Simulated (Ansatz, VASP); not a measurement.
# Se: VASP beside Ansatz

Contents of INCAR:

```
PREC = Accurate
ENCUT = 520
EDIFF = 1E-7
ISMEAR = -1
SIGMA = 0.1
LREAL = F
LASPH = T
NELM = 60
ALGO = Normal
ISIF = 2
LWAVE = F
LCHARG = T
GGA = PS
LELF = T
LVHAR = T
NBANDS = 16
```

Contents of KPOINTS:

```
Automatic mesh
0
Gamma
  9 9 11
```

POSCAR

```
Se
1.0
    4.6130432587      0.0000000000      0.0000000000
   -2.3065216293      3.9950126508      0.0000000000
    0.0000000000      0.0000000000      3.0909039265
Se
3
Direct
    0.0000000000      0.0000000000      0.0000000000
    0.3333333333      0.6666666667      0.5000000000
    0.6666666667      0.3333333333      0.5000000000
```

Input for Ansatz:

```yaml
crystal:
  lattice:
    - [4.6130432587, 0.0, 0.0]
    - [-2.3065216293, 3.9950126508, 0.0]
    - [0.0, 0.0, 3.0909039265]
  atoms:
    - { symbol: Se, position: [0.0, 0.0, 0.0] }
    - { symbol: Se, position: [0.3333333333, 0.6666666667, 0.5] }
    - { symbol: Se, position: [0.6666666667, 0.3333333333, 0.5] }
hamiltonian:
  xc: pbesol
  pseudopotentials:
    kind: paw
    azcp:
      Se: "pseudopotentials/Se.paw.azcp"
basis:
  ecutwfc: 420
  fft_grid_basis: typed
kpoints:
  mp_grid: { grid: [9, 9, 11], shift: [0, 0, 0] }
magnetization:
  spin_polarized: false
scf:
  occupations: { method: fermi_dirac, width: 0.1 }
  lower_state_search: "off"
output:
  stress: true
```

Alike in both runs: task single point; functional PBEsol; k mesh 9 × 9 × 11; occupations fermi-dirac, width 0.1 eV; no spin polarisation.

|  | VASP | Ansatz |
| --- | --- | --- |
| version | VASP 6.6.1 | Ansatz 0.2.0 |
| potentials or method | VASP PAW PBE potentials, release 64 (Se), cutoff 520 eV | plane waves (420 eV) with PAW, scalar-relativistic |
| valence electrons in the cell | 18 | 48 |

|  | VASP | Ansatz | Ansatz less VASP |
| --- | --- | --- | --- |
| pressure (GPa) | 3.7 | 3.6 | -0.12 |
| traceless stress, the component that is largest in VASP (GPa) | -0.06 | -0.04 | +0.026 |

VASP's potentials were made for PBE, not for PBEsol, and Ansatz warns of the same on its side. VASP's potentials hold 18 valence electrons a cell and Ansatz's 48, so a difference there can come from the potentials and not from the codes.
